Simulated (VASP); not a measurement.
# TiBr2F (P6/mmm) in VASP: further runs

Runs on TiBr2F. Level: PBE. Tasks: single point, relaxation of cell and atoms.

Everything below comes from runs of VASP 6.6.1. Logs are shortened: lines on timing, memory, paths and dates and some standing lists are left out, and cuts for length are marked.

### Step 1. The cell of the first run

Symmetry: P6/mmm, No. 191, hexagonal system. Conventional cell: a = 3.689 Å, b = 3.689 Å, c = 9.266 Å, α = 90.00°, β = 90.00°, γ = 120.00°. Within 3.1 Å of Ti (site symmetry 6/mmm) lie 2 Br at 2.31 Å. Within 3.1 Å of Br (site symmetry 6mm) lie 1 Ti at 2.31 Å and 1 F at 2.32 Å. Within 3.1 Å of F (site symmetry 6/mmm) lie 2 Br at 2.32 Å.

The cell was generated, and may not be a known phase.

### Step 2. Single point, PBE

File INCAR:

```
  ALGO = Fast
  EDIFF = 1E-6
  ENCUT = 520
  GGA = PE
  ISIF = 2
  ISMEAR = 0
  LASPH = True
  LCHARG = True
  LELF = True
  LREAL = False
  LVHAR = True
  LWAVE = False
  NBANDS = 24
  NELM = 100
  PREC = Accurate
  SIGMA = 0.1
```

File KPOINTS:

```
k-points
0
Gamma
  12 12 6
```

File POSCAR:

```
TiBr2F
1.0
    3.6892907726      0.0000000000      0.0000000000
   -1.8446453863      3.1950195310      0.0000000000
    0.0000000000      0.0000000000      9.2664700940
Ti Br F
1 2 1
Direct
    0.0000000000      0.0000000000      0.0000000000
    0.0000000000      0.0000000000      0.7501843397
    0.0000000000      0.0000000000      0.2498156603
    0.0000000000      0.0000000000      0.5000000000
```

Potentials or basis: VASP PAW PBE potentials, release 64 (Ti_sv, Br, F).

On the command line:

```bash
$ cat potpaw_PBE.64/Ti_sv/POTCAR potpaw_PBE.64/Br/POTCAR potpaw_PBE.64/F/POTCAR > POTCAR
$ mpirun -np 1 vasp_std > vasp.out
```

OUTCAR:

```text
EDIFF = 1E-6
   ENCUT = 520
   GGA = PE
   ISIF = 2
   ISMEAR = 0
   LASPH = True
   LREAL = False
   NELM = 100
   PREC = Accurate

 ion  position               nearest neighbor table
   1  0.000  0.000  0.000-   2 2.31   3 2.31
   2  0.000  0.000  0.750-   1 2.31   4 2.32
   3  0.000  0.000  0.250-   1 2.31   4 2.32
   4  0.000  0.000  0.500-   2 2.32   3 2.32

  LATTYP: Found a hexagonal cell.
 ALAT       =     3.6892907726
 C/A-ratio  =     2.5117212671

  Lattice vectors:

 A1 = (   3.6892907726,   0.0000000000,   0.0000000000)
 A2 = (  -1.8446453863,   3.1950195310,   0.0000000000)
 A3 = (   0.0000000000,   0.0000000000,   9.2664700940)

Analysis of symmetry for initial positions (statically):
=====================================================================
 Subroutine PRICEL returns:
 Original cell was already a primitive cell.

 Routine SETGRP: Setting up the symmetry group for a
 hexagonal supercell.

 Subroutine GETGRP returns: Found 24 space group operations
 (whereof 24 operations were pure point group operations)
 out of a pool of 24 trial point group operations.

The static configuration has the point symmetry D_6h.

Analysis of symmetry for dynamics (positions and initial velocities):
=====================================================================
 Subroutine PRICEL returns:
 Original cell was already a primitive cell.

 Routine SETGRP: Setting up the symmetry group for a
 hexagonal supercell.

 Subroutine GETGRP returns: Found 24 space group operations
 (whereof 24 operations were pure point group operations)
 out of a pool of 24 trial point group operations.

The dynamic configuration has the point symmetry D_6h.

 Subroutine INISYM returns: Found 24 space group operations
 (whereof 24 operations are pure point group operations),
 and found     1 'primitive' translations

----------------------------------------------------------------------------------------

                                     Primitive cell

  volume of cell :     109.2272

  direct lattice vectors                    reciprocal lattice vectors
     3.689290773  0.000000000  0.000000000     0.271054807  0.156493566  0.000000000
    -1.844645386  3.195019531  0.000000000     0.000000000  0.312987132  0.000000000
     0.000000000  0.000000000  9.266470094     0.000000000  0.000000000  0.107915958

  length of vectors
[... 80 lines left out ...]
   ISPIN  =      1    spin polarized calculation?
   LNONCOLLINEAR =      F non collinear calculations
   LSORBIT =      F    spin-orbit coupling
   LASPH  =      T    aspherical Exc in radial PAW
   ENCUT  =  520.0 eV  38.22 Ry    6.18 a.u.   6.86  6.86 17.23*2*pi/ulx,y,z
   NELM   =    100;   NELMIN=  2; NELMDL= -5     # of ELM steps
   EDIFF  = 0.1E-05   stopping-criterion for ELM
   LREAL  =      F    real-space projection
[... 7 lines left out ...]
   TEBEG  =    0.0;   TEEND  =   0.0 temperature during run
   PSTRESS=    0.0 pullay stress
   NELECT =      33.0000    total number of electrons
   NUPDOWN=      -1.0000    fix difference up-down
   EMIN   =  10.00;   EMAX   =-10.00  energy-range for DOS
   EFERMI =   0.00;   METHOD = LEGACY
   ISMEAR =     0;   SIGMA  =   0.10  broadening in eV -4-tet -1-fermi 0-gaus
   EFERMI_NEDOS =   21; number of points for ismear=-14 and -15
   IALGO  =     68    algorithm
   IMIX   =      4    mixing-type and parameters
     AMIX     =   0.40;   BMIX     =  1.00
     AMIX_MAG =   1.60;   BMIX_MAG =  1.00
  volume/ion in A,a.u.               =      27.31       184.28
  Fermi-wavevector in a.u.,A,eV,Ry     =   1.098506  2.075876 16.418370  1.206716
  Thomas-Fermi vector in A             =   2.234885
   LORBIT       =      0    0 simple, 1 ext, 2 COOP (PROOUT), +10 PAW based schemes
   GGA     = PE    functional components
   LHFCALC =     F    Hartree Fock is set to
   AEXX    =    0.0000 exact exchange contribution
   IVDW    =     0    specifies the selected vdW correction
   LEPSILON=     F    determine dielectric tensor
   LRPA    =     F    only Hartree local field effects (RPA)
 non-spin polarized calculation
 RMM-DIIS sequential band-by-band and
 Gauss-broadening in eV      SIGMA  =   0.10
  energy-cutoff  :      520.00
  volume of cell :      109.23
 maximum number of plane-waves:      2964
 NGX is ok and might be reduce to    28
   NGX = 13   NGY = 13   NGZ = 35

 number of electron      32.9999994 magnetization

 Free energy of the ion-electron system (eV)
  ---------------------------------------------------
  ext. energy  EPLUGINS =         0.00000000
  ---------------------------------------------------
  free energy    TOTEN  =       -13.95712027 eV

  energy without entropy =      -13.94327578  energy(sigma->0) =      -13.95019803

 E-fermi :   0.5189     XC(G=0):  -8.1864

 val. band max:        0.5088587798   @ k =   0.1667   0.1667   0.1667
 cond. band min:       0.5192866913   @ k =   0.2500   0.0833   0.1667
 fundamental gap:      0.0104279115
 Fermi energy:         0.5188599818

 k-point     1 :       0.0000    0.0000    0.0000
  band No.  band energies     occupation
      1     -57.1441      2.00000
      2     -33.4459      2.00000
      3     -33.4459      2.00000
      4     -33.2600      2.00000
      5     -19.9163      2.00000
      6     -14.3518      2.00000
[... 637 lines left out ...]
     23       7.4661      0.00000
     24       7.9603      0.00000

 [... further k-points ...]

------------------------ aborting loop because EDIFF is reached ----------------------------------------

  FORCE on cell =-STRESS in cart. coord.  units (eV):
  Direction    XX          YY          ZZ          XY          YZ          ZX
  --------------------------------------------------------------------------------------
  -------------------------------------------------------------------------------------
  Total       -0.0586870     -0.0586870     -0.0026825      0.0000000     -0.0000000     -0.0000000
  in kB       -0.8608385     -0.8608385     -0.0393477      0.0000000     -0.0000000     -0.0000000
  external PRESSURE =      -0.5870082 kB  Pullay stress =       0.0000000 kB

 VOLUME and BASIS-vectors are now :
 -----------------------------------------------------------------------------
  energy-cutoff  :      520.00
  volume of cell :      109.23
      direct lattice vectors                 reciprocal lattice vectors
     3.689290773  0.000000000  0.000000000     0.271054807  0.156493566  0.000000000
    -1.844645386  3.195019531  0.000000000     0.000000000  0.312987132  0.000000000
     0.000000000  0.000000000  9.266470094     0.000000000  0.000000000  0.107915958

 POSITION                                       TOTAL-FORCE (eV/Angst)
 -----------------------------------------------------------------------------------
      0.00000      0.00000      0.00000        -0.000000      0.000000      0.000000
      0.00000      0.00000      6.95156        -0.000000      0.000000     -0.015792
      0.00000      0.00000      2.31491         0.000000     -0.000000      0.015792
      0.00000      0.00000      4.63324        -0.000000      0.000000      0.000000
 -----------------------------------------------------------------------------------
    total drift:                               -0.000000      0.000000      0.000000

  FREE ENERGIE OF THE ION-ELECTRON SYSTEM (eV)
  ---------------------------------------------------
  free  energy   TOTEN  =       -13.9571202708 eV

  energy  without entropy=      -13.9432757817  energy(sigma->0) =      -13.95019803
```

stdout:

```text
POSCAR found type information on POSCAR TiBrF
 POSCAR found :  3 types and       4 ions
 scaLAPACK will be used
 LDA part: xc-table for (Slater+PW92), standard interpolation
 POSCAR, INCAR and KPOINTS ok, starting setup
 FFT: planning ... GRIDC
 FFT: planning ... GRID_SOFT
 FFT: planning ... GRID
 WAVECAR not read
 entering main loop
WARNING in EDDRMM: call to ZHEGV failed, returncode =   6  3      6
WARNING in EDDRMM: call to ZHEGV failed, returncode =   8  4      6
WARNING in EDDRMM: call to ZHEGV failed, returncode =   6  3     14
WARNING in EDDRMM: call to ZHEGV failed, returncode =   6  3     15
WARNING in EDDRMM: call to ZHEGV failed, returncode =   6  3     13
```

Wall time 6.9 min (1 thread of Oxide Virtual Turin-like, shared host); peak memory 0.33 GiB.

Results:

- Free energy: -13.9571 eV
- Pressure: -0.1 GPa
- Largest force: 0.016 eV/Å
- Band gap on the k mesh: zero (an odd number of electrons rules out a gap without spin polarisation)

Forces in eV/Å, atoms in the order of the input:
```
Ti   0.000  0.000  0.000
Br   0.000  0.000 -0.016
Br   0.000  0.000  0.016
F    0.000  0.000  0.000
```

Caveat: an odd number of electrons without spin polarisation forces a metal; a magnetic or distorted state may lie lower; semilocal functionals often make such compounds metallic where correlation or magnetic order opens a gap, which also shifts bond lengths.

### Step 3. Single point, PBE, collinear spin

This run uses another cell than the first one, of 26.78 Å³/atom.

File INCAR:

```
SYSTEM = TiBr2F
PREC = Accurate
ENCUT = 520
EDIFF = 1E-7
ISMEAR = 0
SIGMA = 0.1
LREAL = .False.
LASPH = .True.
NELM = 150
ALGO = Fast
ISIF = 2
LWAVE = .False.
LCHARG = .False.
ISPIN = 2
MAGMOM = 1 0 0 0
LORBIT = 11
LMAXMIX = 4
GGA = PE
NBANDS = 28
```

File KPOINTS:

```
Automatic mesh
0
Gamma
  6 6 2
  0 0 0
```

File POSCAR:

```
TiBr2F
1.0
    3.6682637130     -0.0000000026      0.0000000000
   -1.8341318543      3.1768095645      0.0000000000
    0.0000000000      0.0000000000      9.1927956615
Ti Br F
1 2 1
Direct
    0.0000000000      0.0000000000      0.0000000000
    0.0000000000      0.0000000000      0.7477933201
    0.0000000000      0.0000000000      0.2522066799
    0.0000000000      0.0000000000      0.5000000000
```

Potentials or basis: VASP PAW PBE potentials, release 64 (Ti_sv, Br, F).

On the command line:

```bash
$ cat potpaw_PBE.64/Ti_sv/POTCAR potpaw_PBE.64/Br/POTCAR potpaw_PBE.64/F/POTCAR > POTCAR
$ mpirun -np 1 vasp_std > vasp.out
```

It took 2.9 min on 1 thread of Oxide Virtual Turin-like, shared host; peak memory 0.26 GiB.

Results (log left out):

| Property | Result |
| --- | --- |
| Free energy | -14.0701 eV |
| Pressure | 0.0 GPa |
| Largest force | 0.008 eV/Å |
| Net moment | 0.00 μB per cell |
| Valence electrons inside the program's atomic spheres | Ti 10.13; Br 4.81; F 5.95 |

Forces on the atoms (eV/Å):
```
Ti   0.000  0.000  0.000
Br   0.000  0.000 -0.008
Br   0.000  0.000  0.008
F    0.000  0.000  0.000
```

Stress tensor (GPa, compression positive):
```
-0.05  0.00  0.00
 0.00 -0.05  0.00
 0.00  0.00  0.08
```

Levels at points of the mesh, in eV from the Fermi level:
Spin up:
```csv
k point,band 13,band 14,band 15,band 16,band 17,band 18,band 19,band 20,band 21,band 22
"(0.00, 0.00, 0.00)",-1.51,-1.51,-0.62,-0.62,-0.08,0.48,0.48,1.82,1.82,5.01
"(0.50, 0.00, 0.00)",-2.04,-1.90,-1.05,-0.59,0.31,0.98,1.39,1.63,2.35,2.38
"(0.00, 0.00, 0.50)",-1.11,-1.11,-1.03,-0.96,-0.96,0.48,0.48,1.88,1.88,5.57
"(0.50, 0.00, 0.50)",-1.97,-1.57,-1.38,-0.94,-0.59,1.07,1.39,1.69,2.27,2.54
```
Spin down:
```csv
k point,band 13,band 14,band 15,band 16,band 17,band 18,band 19,band 20,band 21,band 22
"(0.00, 0.00, 0.00)",-1.51,-1.51,-0.62,-0.62,-0.08,0.48,0.48,1.82,1.82,5.01
"(0.50, 0.00, 0.00)",-2.04,-1.90,-1.05,-0.59,0.31,0.98,1.39,1.63,2.35,2.38
"(0.00, 0.00, 0.50)",-1.11,-1.11,-1.03,-0.96,-0.96,0.48,0.48,1.88,1.88,5.57
"(0.50, 0.00, 0.50)",-1.97,-1.57,-1.38,-0.94,-0.59,1.07,1.39,1.69,2.27,2.54
```

Caveat: semilocal functionals often make such compounds metallic where correlation or magnetic order opens a gap, which also shifts bond lengths.

### Step 4. Single point, PBE, collinear spin

This run uses another cell than the first one, of 29.10 Å³/atom.

File INCAR:

```
SYSTEM = TiBr2F
  ALGO = Fast
  EDIFF = 1E-7
  ENCUT = 520
  GGA = PE
  ISIF = 2
  ISMEAR = 0
  ISPIN = 2
  LASPH = .TRUE.
  LCHARG = .FALSE.
  LMAXMIX = 4
  LORBIT = 11
  LREAL = .FALSE.
  LWAVE = .FALSE.
  MAGMOM = 1 0 0 0
  NBANDS = 28
  NELM = 150
  PREC = Accurate
  SIGMA = 0.1
```

File KPOINTS:

```
k-points
0
G
  6 6 2
  0 0 0
```

File POSCAR:

```
TiBr2F
1.0
    4.1006777500      0.0000000000      0.0000000000
   -2.0503388700      3.5512911000      0.0000000000
    0.0000000000      0.0000000000      7.9919012400
Ti Br F
1 2 1
Direct
    0.0000000000      0.0000000000      0.0000000000
    0.0000000000      0.0000000000      0.6546371200
    0.0000000000      0.0000000000      0.3453628800
    0.0000000000      0.0000000000      0.5000000000
```

On the command line:

```bash
$ cat potpaw_PBE.64/Ti_sv/POTCAR potpaw_PBE.64/Br/POTCAR potpaw_PBE.64/F/POTCAR > POTCAR
$ mpirun -np 1 vasp_std > vasp.out
```

Wall time 3.4 min (1 thread of Oxide Virtual Turin-like, shared host); peak memory 0.27 GiB.

Results (log left out):

| Property | Result |
| --- | --- |
| Free energy | 21.8355 eV |
| Pressure | 76.9 GPa |
| Largest force | 69.033 eV/Å |
| Net moment | 2.75 μB per cell |
| Site moments | Ti +1.82; Br +0.04; F +0.01 μB |
| Valence electrons inside the program's atomic spheres | Ti 10.10; Br 6.01; F 7.14 |

Forces in eV/Å, atoms in the order of the input:
```
Ti    0.000   0.000   0.000
Br    0.000   0.000  69.033
Br    0.000   0.000 -69.033
F     0.000   0.000   0.000
```

Stress tensor (GPa, compression positive):
```
 -3.96   0.00   0.00
  0.00  -3.96   0.00
  0.00   0.00 238.73
```

Levels at points of the mesh, in eV from the Fermi level:
Spin up:
```tsv
k point	band 14	band 15	band 16	band 17	band 18	band 19	band 20	band 21	band 22	band 23
(0.00, 0.00, 0.00)	-2.71	-2.71	-1.99	-0.11	-0.11	0.33	0.33	0.57	1.36	3.34
(0.50, 0.00, 0.00)	-3.09	-1.64	-0.97	-0.21	0.23	0.50	0.61	1.03	2.07	2.43
(0.00, 0.00, 0.50)	-2.81	-2.71	-1.65	-0.78	-0.11	-0.11	0.48	0.48	1.52	3.81
(0.50, 0.00, 0.50)	-3.18	-1.02	-0.60	-0.10	0.03	0.38	0.44	0.50	1.32	2.62
```
Spin down:
```tsv
k point	band 11	band 12	band 13	band 14	band 15	band 16	band 17	band 18	band 19	band 20
(0.00, 0.00, 0.00)	-5.32	-5.32	-2.68	-2.68	-2.37	-1.10	1.64	1.66	1.66	1.71
(0.50, 0.00, 0.00)	-6.31	-5.54	-4.48	-3.06	-0.86	0.56	1.05	1.60	1.66	2.33
(0.00, 0.00, 0.50)	-5.30	-5.30	-2.74	-2.74	-1.56	-1.55	0.60	1.67	1.67	1.83
(0.50, 0.00, 0.50)	-6.30	-5.53	-4.50	-3.11	0.22	0.33	0.88	1.13	1.51	1.72
```

Caveat: the k points lie up to 0.39 Å⁻¹ apart; atoms lie so close that the PAW spheres overlap strongly, which falsifies energies and pressures; semilocal functionals often make such compounds metallic where correlation or magnetic order opens a gap, which also shifts bond lengths; forces of over 1 eV/Å act on the atoms, so gaps and moduli don't describe the material at rest.

(Continued in part 2 of 2.)

The gap in the log of VASP goes by the Fermi energy; the results here count the filled bands.